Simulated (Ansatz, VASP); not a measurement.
## Two plane-wave programs on Si2Mo

```
Si Mo
1.0
    -1.60000    1.60000    3.93050
     1.60000   -1.60000    3.93050
     1.60000    1.60000   -3.93050
Si Mo
2 1
Direct
  0.33300 0.33300 0.00000
  0.66700 0.66700 0.00000
  0.00000 0.00000 0.00000
```

Alike in both runs: task relaxation of cell and atoms; functional PBE; dispersion D3(BJ); k mesh 11 × 11 × 11; occupations fermi-dirac, width 0.05 eV; no spin polarisation.

|  | VASP | Ansatz |
| --- | --- | --- |
| version | VASP 6.6.1 | Ansatz 0.2.0 |
| potentials or method | VASP PAW PBE potentials, release 64 (Si, Mo_sv) | plane waves, PAW |
| plane-wave cutoff (eV) | 600 | 420 |
| valence electrons in the cell | 22 | 22 |

Ansatz gave:

* relaxed volume (Å³/atom): 13.13
* relaxed cell length with the largest relative difference (Å): 4.499

Question: What did VASP give for the same quantities?

Answer: Relaxed volume (Å³/atom): 13.13; relaxed cell length with the largest relative difference (Å): 4.500.

Ansatz's warnings: stress scf threshold loose.
